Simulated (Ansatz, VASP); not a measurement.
# One calculation of La2Os, two programs

```
La Os
1.0
     4.25610    0.00000    0.00000
    -2.12805    3.68589    0.00000
     0.00000    0.00000    6.51500
La Os
2 1
Direct
  0.33333 0.66667 0.22409
  0.66667 0.33333 0.77591
  0.00000 0.00000 0.00000
```

Alike in both runs: task single point; functional r2SCAN; k mesh 12 × 12 × 8; occupations gaussian, width 0.1 eV; no spin polarisation.

|  | VASP | Ansatz |
| --- | --- | --- |
| version | VASP 6.6.1 | Ansatz 0.2.0 |
| potentials or method | VASP PAW PBE potentials, release 64 (La, Os), cutoff 520 eV | scalar-relativistic, plane waves, PAW |
| valence electrons in the cell | 30 | 38 |

|  | VASP | Ansatz | Ansatz less VASP |
| --- | --- | --- | --- |
| gap on the k mesh at the Fermi level (eV) | none | none | - |
| pressure (GPa) | -0.6 | -0.7 | -0.09 |
| rms of the force components (eV/Å) | 0.068 | 0.077 | +0.0088 |

VASP's potentials were made for PBE, not for r2SCAN. Atom by atom the forces differ by 0.009 eV/Å (rms over components). A gap of «none» marks a metal or a gap that the smearing closes. VASP's potentials hold 30 valence electrons a cell and Ansatz's 38, so a difference there can come from the potentials and not from the codes.

Neither program's run includes spin-orbit coupling.
